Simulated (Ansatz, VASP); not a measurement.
One calculation of Ti, two programs

```
CELL_PARAMETERS angstrom
0.00000 1.76079 1.76079
1.76079 0.00000 1.76079
1.76079 1.76079 0.00000
ATOMIC_POSITIONS crystal
Ti 0.00000 0.00000 0.00000
```

Change from the starting cell: volume scaled by 0.68, LAPW.

Alike in both runs: task single point; functional LDA; k mesh 18 × 18 × 18; occupations fermi-dirac, width 0.1 eV; no spin polarisation.

```csv
,VASP,Ansatz
version,VASP 6.6.1,Ansatz 0.2.0
potentials or method,"VASP PAW LDA potentials, release 64 (Ti_sv), cutoff 520 eV","all-electron LAPW, scalar-relativistic"
```

```tsv
	VASP	Ansatz	Ansatz less VASP
pressure (GPa)	85.1	85.9	+0.80
```

LDA's correlation is that of Perdew and Zunger in VASP and of Perdew and Wang (1992) in Ansatz. Both programs put the cell under a high pressure, so it lies far from rest at this level. Ansatz ran all-electron here, and VASP with PAW potentials.

Noted on VASP's run: the cell as given lies far from equilibrium.
